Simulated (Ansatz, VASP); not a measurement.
## Sc: VASP beside Ansatz

The input INCAR:

```
PREC     = Accurate       # precision mode
ENCUT    = 520            # plane-wave cutoff, eV
EDIFF    = 1E-6           # SCF threshold, eV
ISMEAR   = -1             # smearing method
SIGMA    = 0.1            # smearing width, eV
LREAL    = F              # projectors in reciprocal space
LASPH    = T              # aspherical terms in the spheres
NELM     = 80             # most SCF steps
ALGO     = Normal         # electronic algorithm
ISIF     = 2              # what is computed and relaxed
LWAVE    = F              # write WAVECAR
LCHARG   = T              # write CHGCAR
GGA      = PE             # functional
LELF     = T              # ELF
LVHAR    = T            
NBANDS   = 12             # bands
```

File KPOINTS:

```
Automatic mesh
0
Gamma
  12 12 12
```

The input POSCAR:

```
Sc
1.0
    2.9734986949      0.0000000000      0.0000000000
    0.0000000000      2.9734986949      0.0000000000
    0.0000000000      0.0000000000      2.9734986949
Sc
1
Direct
    0.0000000000      0.0000000000      0.0000000000
```

Input for Ansatz:

```yaml
crystal:
  lattice:
    - [2.9734986949, 0.0, 0.0]
    - [0.0, 2.9734986949, 0.0]
    - [0.0, 0.0, 2.9734986949]
  atoms:
    - { symbol: Sc, position: [0.0, 0.0, 0.0] }
hamiltonian:
  xc: pbe
  pseudopotentials:
    kind: paw
    azcp:
      Sc: "pseudopotentials/Sc.paw.azcp"
basis:
  ecutwfc: 420
  fft_grid_basis: typed
kpoints:
  mp_grid: { grid: [12, 12, 12], shift: [0, 0, 0] }
magnetization:
  spin_polarized: false
scf:
  occupations: { method: fermi_dirac, width: 0.1 }
  lower_state_search: "off"
output:
  stress: true
  write_density: true
  write_potential: true
  elf: true
  volumetric_format: npy
```

Alike in both runs: task single point; functional PBE; k mesh 12 × 12 × 12; occupations fermi-dirac, width 0.1 eV; no spin polarisation.

```csv
,VASP,Ansatz
version,VASP 6.6.1,Ansatz 0.2.0
potentials or method,"VASP PAW PBE potentials, release 64 (Sc_sv), cutoff 520 eV","plane waves (420 eV) with PAW, scalar-relativistic"
valence electrons in the cell,11,11
```

Ansatz gave:

| Property | Result |
| --- | --- |
| pressure (GPa) | -0.1 |

Q: Estimate VASP's values.

A: Pressure (GPa): 0.0.
